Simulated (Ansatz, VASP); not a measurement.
# Two plane-wave programs on InPt3

```
In Pt
1.0
     3.96637    0.00000    0.00000
     0.00000    3.96637    0.00000
     0.00000    0.00000    3.96637
In Pt
1 3
Cartesian
  0.0000 0.0000 0.0000
  1.9832 1.9832 0.0000
  0.0000 1.9832 1.9832
  1.9832 0.0000 1.9832
```

Alike in both runs: functional LDA; k mesh 10 × 10 × 10; occupations fermi-dirac, width 0.15 eV; no spin polarisation.

Ansatz relaxed the structure, and its values are those at the end. VASP's run is a single point on that final structure, the one shown.

```csv
,VASP,Ansatz
version,VASP 6.6.1,Ansatz 0.2.0
potentials or method,"VASP PAW LDA potentials, release 64 (In_d, Pt), cutoff 520 eV","scalar-relativistic, plane waves, PAW"
valence electrons in the cell,43,67
```

|  | VASP | Ansatz | Ansatz less VASP |
| --- | --- | --- | --- |
| gap on the k mesh at the Fermi level (eV) | none | none | - |
| pressure (GPa) | 0.8 | 0.0 | -0.82 |

LDA's correlation is that of Perdew and Zunger in VASP and of Perdew and Wang (1992) in Ansatz. A gap of «none» marks a metal or a gap that the smearing closes. VASP's potentials hold 43 valence electrons a cell and Ansatz's 67, so a difference there can come from the potentials and not from the codes.

Neither program's run includes spin-orbit coupling.
